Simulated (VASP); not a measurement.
# Bi (Fm-3m) in VASP: a series of runs

Runs on Bi. Level: PBE. Tasks: single point.

All numbers are computed with VASP 6.6.1; they aren't measurements. Logs are shortened: lines on timing, memory, paths and dates and some standing lists are left out, and cuts for length are marked.

**1. The cell of the first run**

Symmetry: Fm-3m, No. 225, cubic system. The conventional cell has a = 4.925 Å, b = 4.925 Å, c = 4.925 Å, α = 90.00°, β = 90.00°, γ = 90.00°. Within 4.6 Å of Bi (site symmetry m-3m) lie 12 Bi at 3.48 Å.

This isn't the form of Bi at room conditions, which is rhombohedral.

**2. Single point, PBE**

INCAR

```
SYSTEM = Bi
  ALGO = Normal
  EDIFF = 1E-6
  ENCUT = 520
  GGA = PE
  ISIF = 2
  ISMEAR = -1
  LASPH = .True.
  LCHARG = .False.
  LREAL = .False.
  LWAVE = .False.
  NBANDS = 14
  NELM = 80
  PREC = Accurate
  SIGMA = 0.06122561905347299
```

KPOINTS

```
k-points
0
Gamma
  19 19 19
  0 0 0
```

POSCAR

```
Bi
1.0
    0.0000000000      2.4624959135      2.4624959135
    2.4624959135      0.0000000000      2.4624959135
    2.4624959135      2.4624959135      0.0000000000
Bi
1
Direct
    0.0000000000      0.0000000000      0.0000000000
```

Potentials or basis: VASP PAW PBE potentials, release 64 (Bi_d).

Launch:

```sh
$ cat potpaw_PBE.64/Bi_d/POTCAR > POTCAR
$ mpirun -np 1 vasp_std > vasp.out
```

OUTCAR:

```text
SYSTEM = Bi
   EDIFF = 1E-6
   ENCUT = 520
   GGA = PE
   ISIF = 2
   ISMEAR = -1
   LASPH = .True.
   LREAL = .False.
   NELM = 80
   PREC = Accurate

 ion  position               nearest neighbor table
   1  0.000  0.000  0.000-

  LATTYP: Found a face centered cubic cell.
 ALAT       =     4.9249918270

  Lattice vectors:

 A1 = (   0.0000000000,   2.4624959135,   2.4624959135)
 A2 = (   2.4624959135,   0.0000000000,   2.4624959135)
 A3 = (   2.4624959135,   2.4624959135,   0.0000000000)

Analysis of symmetry for initial positions (statically):
=====================================================================
 Subroutine PRICEL returns:
 Original cell was already a primitive cell.

 Routine SETGRP: Setting up the symmetry group for a
 face centered cubic supercell.

 Subroutine GETGRP returns: Found 48 space group operations
 (whereof 48 operations were pure point group operations)
 out of a pool of 48 trial point group operations.

The static configuration has the point symmetry O_h .

Analysis of symmetry for dynamics (positions and initial velocities):
=====================================================================
 Subroutine PRICEL returns:
 Original cell was already a primitive cell.

 Routine SETGRP: Setting up the symmetry group for a
 face centered cubic supercell.

 Subroutine GETGRP returns: Found 48 space group operations
 (whereof 48 operations were pure point group operations)
 out of a pool of 48 trial point group operations.

The dynamic configuration has the point symmetry O_h .

 Subroutine INISYM returns: Found 48 space group operations
 (whereof 48 operations are pure point group operations),
 and found     1 'primitive' translations

----------------------------------------------------------------------------------------

                                     Primitive cell

  volume of cell :      29.8646

  direct lattice vectors                    reciprocal lattice vectors
     0.000000000  2.462495914  2.462495914    -0.203046022  0.203046022  0.203046022
     2.462495914  0.000000000  2.462495914     0.203046022 -0.203046022  0.203046022
     2.462495914  2.462495914  0.000000000     0.203046022  0.203046022 -0.203046022

  length of vectors
     3.482495118  3.482495118  3.482495118     0.351686027  0.351686027  0.351686027

  position of ions in fractional coordinates (direct lattice)
     0.000000000  0.000000000  0.000000000

  ion indices of the primitive-cell ions
   primitive index   ion index
                 1           1

----------------------------------------------------------------------------------------

 KPOINTS: k-points

Automatic generation of k-mesh.
 Grid dimensions read from file:
 generate k-points for:   19   19   19

 Generating k-lattice:

  Cartesian coordinates                     Fractional coordinates (reciprocal lattice)
    -0.010686633  0.010686633  0.010686633     0.052631579  0.000000000  0.000000000
     0.010686633 -0.010686633  0.010686633     0.000000000  0.052631579  0.000000000
     0.010686633  0.010686633 -0.010686633     0.000000000  0.000000000  0.052631579

  Length of vectors
     0.018509791  0.018509791  0.018509791

  Shift w.r.t. Gamma in fractional coordinates (k-lattice)
     0.000000000  0.000000000  0.000000000

 Subroutine IBZKPT returns following result:
 ===========================================

 Found    220 irreducible k-points:

 Following reciprocal coordinates:
            Coordinates               Weight
  0.000000  0.000000  0.000000      1.000000
  0.052632  0.000000  0.000000      8.000000
  0.105263  0.000000  0.000000      8.000000
  0.157895  0.000000  0.000000      8.000000
  0.210526  0.000000  0.000000      8.000000
  0.263158  0.000000  0.000000      8.000000
[... 16 lines left out ...]
 -0.315789  0.052632  0.000000     24.000000
 -0.263158  0.052632  0.000000     24.000000
 [... further k-points ...]
   k-points           NKPTS =    220   k-points in BZ     NKDIM =    220   number of bands    NBANDS=     14
   number of dos      NEDOS =    301   number of ions     NIONS =      1
   total plane-waves  NPLWV =  21952
   dimension x,y,z NGX =    28 NGY =   28 NGZ =   28
   dimension x,y,z NGXF=    56 NGYF=   56 NGZF=   56
   ions per type =               1
   NGX,Y,Z   is equivalent  to a cutoff of  13.37, 13.37, 13.37 a.u.
   NGXF,Y,Z  is equivalent  to a cutoff of  26.73, 26.73, 26.73 a.u.
 SYSTEM =  Bi
   PREC   = accura    normal or accurate (medium, high low for compatibility)
   ISTART =      0    job   : 0-new  1-cont  2-samecut
   ICHARG =      2    charge: 1-file 2-atom 10-const
   ISPIN  =      1    spin polarized calculation?
   LNONCOLLINEAR =      F non collinear calculations
   LSORBIT =      F    spin-orbit coupling
   LASPH  =      T    aspherical Exc in radial PAW
   ENCUT  =  520.0 eV  38.22 Ry    6.18 a.u.   6.48  6.48  6.48*2*pi/ulx,y,z
   NELM   =     80;   NELMIN=  2; NELMDL= -5     # of ELM steps
   EDIFF  = 0.1E-05   stopping-criterion for ELM
   LREAL  =      F    real-space projection
   EDIFFG = 0.1E-04   stopping-criterion for IOM
   NSW    =      0    number of steps for IOM
   IBRION =     -1    ionic relax: 0-MD 1-quasi-New 2-CG
   NFREE  =      0    steps in history (QN), initial steepest desc. (CG)
   ISIF   =      2    stress and relaxation
   ISYM   =      2    0-nonsym 1-usesym 2-fastsym
   POTIM  = 0.5000    time-step for ionic-motion
   TEBEG  =    0.0;   TEEND  =   0.0 temperature during run
   PSTRESS=    0.0 pullay stress
   NELECT =      15.0000    total number of electrons
   NUPDOWN=      -1.0000    fix difference up-down
   EMIN   =  10.00;   EMAX   =-10.00  energy-range for DOS
   EFERMI =   0.00;   METHOD = LEGACY
   ISMEAR =    -1;   SIGMA  =   0.06  broadening in eV -4-tet -1-fermi 0-gaus
   EFERMI_NEDOS =   21; number of points for ismear=-14 and -15
   IALGO  =     38    algorithm
   IMIX   =      4    mixing-type and parameters
     AMIX     =   0.40;   BMIX     =  1.00
     AMIX_MAG =   1.60;   BMIX_MAG =  1.00
  volume/ion in A,a.u.               =      29.86       201.54
  Fermi-wavevector in a.u.,A,eV,Ry     =   1.301327  2.459151 23.040808  1.693452
  Thomas-Fermi vector in A             =   2.432468
   LORBIT       =      0    0 simple, 1 ext, 2 COOP (PROOUT), +10 PAW based schemes
   GGA     = PE    functional components
   LHFCALC =     F    Hartree Fock is set to
   AEXX    =    0.0000 exact exchange contribution
   IVDW    =     0    specifies the selected vdW correction
   LEPSILON=     F    determine dielectric tensor
   LRPA    =     F    only Hartree local field effects (RPA)
 non-spin polarized calculation
  energy-cutoff  :      520.00
  volume of cell :       29.86
 maximum number of plane-waves:       825
 NGX is ok and might be reduce to    28
   NGX = 13   NGY = 13   NGZ = 13

 number of electron      15.0000001 magnetization

 Free energy of the ion-electron system (eV)
  ---------------------------------------------------
  ext. energy  EPLUGINS =         0.00000000
  ---------------------------------------------------
  free energy    TOTEN  =        -3.68732367 eV

  energy without entropy =       -3.67864708  energy(sigma->0) =       -3.68298538

 E-fermi :   8.5644     XC(G=0): -10.4946

 val. band max:        8.5617084278   @ k =  -0.4737   0.4737   0.0000
 cond. band min:       8.5655029043   @ k =   0.2105   0.0000   0.0000
 fundamental gap:      0.0037944765
 Fermi energy:         8.5644317470

 k-point     1 :       0.0000    0.0000    0.0000
  band No.  band energies     occupation
      1     -14.6076      2.00000
      2     -14.6076      2.00000
      3     -14.6076      2.00000
      4     -14.5262      2.00000
      5     -14.5262      2.00000
      6      -5.3743      2.00000
      7      13.7534      0.00000
      8      13.7534      0.00000
      9      13.7534      0.00000
     10      17.5611      0.00000
     11      17.8611      0.00000
     12      19.5488      0.00000
     13      19.5488      0.00000
     14      19.5488      0.00000

 k-point     2 :       0.0526    0.0000    0.0000
  band No.  band energies     occupation
      1     -14.6072      2.00000
      2     -14.6051      2.00000
      3     -14.6051      2.00000
      4     -14.5263      2.00000
      5     -14.5263      2.00000
      6      -5.3240      2.00000
      7      13.1009      0.00000
      8      13.6908      0.00000
      9      13.6908      0.00000
     10      17.3047      0.00000
     11      18.2562      0.00000
     12      19.6597      0.00000
     13      19.6597      0.00000
     14      20.2404      0.00000

 k-point     3 :       0.1053    0.0000    0.0000
  band No.  band energies     occupation
      1     -14.6063      2.00000
      2     -14.5985      2.00000
      3     -14.5985      2.00000
      4     -14.5258      2.00000
      5     -14.5258      2.00000
      6      -5.1735      2.00000
      7      11.7120      0.00000
      8      13.5192      0.00000
      9      13.5192      0.00000
     10      16.9045      0.00000
     11      19.0274      0.00000
     12      19.9547      0.00000
     13      19.9547      0.00000
     14      21.0895      0.00000

 k-point     4 :       0.1579    0.0000    0.0000
  band No.  band energies     occupation
      1     -14.6050      2.00000
      2     -14.5908      2.00000
      3     -14.5908      2.00000
      4     -14.5224      2.00000
      5     -14.5224      2.00000
      6      -4.9247      2.00000
      7      10.1369      0.00000
      8      13.2763      0.00000
      9      13.2763      0.00000
     10      16.5671      0.00000
     11      19.9171      0.00000
     12      20.2049      0.00000
     13      20.2049      0.00000
     14      20.3334      0.00000

 k-point     5 :       0.2105    0.0000    0.0000
  band No.  band energies     occupation
      1     -14.6036      2.00000
      2     -14.5861      2.00000
      3     -14.5861      2.00000
      4     -14.5132      2.00000
      5     -14.5132      2.00000
      6      -4.5821      2.00000
      7       8.5655      0.99125
      8      13.0025      0.00000
      9      13.0025      0.00000
     10      16.3170      0.00000
     11      19.5601      0.00000
[... 276 lines left out ...]
 k-point    22 :      -0.3684    0.0526    0.0000
  band No.  band energies     occupation
      1     -14.5995      2.00000
      2     -14.5942      2.00000
      3     -14.5918      2.00000
      4     -14.4650      2.00000
      5     -14.4541      2.00000
      6      -2.9253      2.00000
      7       4.2176      2.00000
      8      11.5260      0.00000
      9      12.3744      0.00000
     10      16.4542      0.00000
     11      17.1182      0.00000
     12      18.5947      0.00000
     13      19.6104      0.00000
     14      23.6213      0.00000

 k-point    23 :      -0.3158    0.0526    0.0000
  band No.  band energies     occupation
      1     -14.6006      2.00000
      2     -14.5896      2.00000
      3     -14.5879      2.00000
      4     -14.4831      2.00000
      5     -14.4671      2.00000
      6      -3.4451      2.00000
      7       5.3243      2.00000
      8      11.6271      0.00000
      9      12.6572      0.00000
     10      16.4414      0.00000
     11      17.5619      0.00000
     12      18.7653      0.00000
     13      19.9997      0.00000
     14      22.7211      0.00000

 k-point    24 :      -0.2632    0.0526    0.0000
  band No.  band energies     occupation
      1     -14.6021      2.00000
      2     -14.5853      2.00000
      3     -14.5842      2.00000
      4     -14.5025      2.00000
      5     -14.4832      2.00000
      6      -3.9537      2.00000
      7       6.6285      2.00000
      8      11.8037      0.00000
      9      12.9689      0.00000
     10      16.4945      0.00000
     11      18.1044      0.00000
     12      19.0433      0.00000
     13      20.4706      0.00000
     14      21.6445      0.00000

 [... further k-points ...]

------------------------ aborting loop because EDIFF is reached ----------------------------------------

  FORCE on cell =-STRESS in cart. coord.  units (eV):
  Direction    XX          YY          ZZ          XY          YZ          ZX
  --------------------------------------------------------------------------------------
  -------------------------------------------------------------------------------------
  Total        0.6739776      0.6739776      0.6739776     -0.0000000     -0.0000000      0.0000000
  in kB       36.1575932     36.1575932     36.1575932     -0.0000000     -0.0000000      0.0000000
  external PRESSURE =      36.1575932 kB  Pullay stress =       0.0000000 kB

 VOLUME and BASIS-vectors are now :
 -----------------------------------------------------------------------------
  energy-cutoff  :      520.00
  volume of cell :       29.86
      direct lattice vectors                 reciprocal lattice vectors
     0.000000000  2.462495914  2.462495914    -0.203046022  0.203046022  0.203046022
     2.462495914  0.000000000  2.462495914     0.203046022 -0.203046022  0.203046022
     2.462495914  2.462495914  0.000000000     0.203046022  0.203046022 -0.203046022

 POSITION                                       TOTAL-FORCE (eV/Angst)
 -----------------------------------------------------------------------------------
      0.00000      0.00000      0.00000         0.000000      0.000000      0.000000
 -----------------------------------------------------------------------------------
    total drift:                               -0.000000     -0.000000     -0.000000

  FREE ENERGIE OF THE ION-ELECTRON SYSTEM (eV)
  ---------------------------------------------------
  free  energy   TOTEN  =        -3.6873236718 eV

  energy  without entropy=       -3.6786470827  energy(sigma->0) =       -3.68298538
```

Wall time 83 s (1 thread of AMD EPYC 7R43 (Zen 3), shared host); peak memory 0.18 GiB.

What came out:

```
Free energy            : -3.6873 eV
Pressure               : 3.6 GPa
Band gap on the k mesh : zero (an odd number of electrons rules out a gap without spin polarisation)
```

Caveat: the cell stands under pressure; spin-orbit coupling is left out, which moves the levels of the heavy elements.

[end of part 1 of 2]
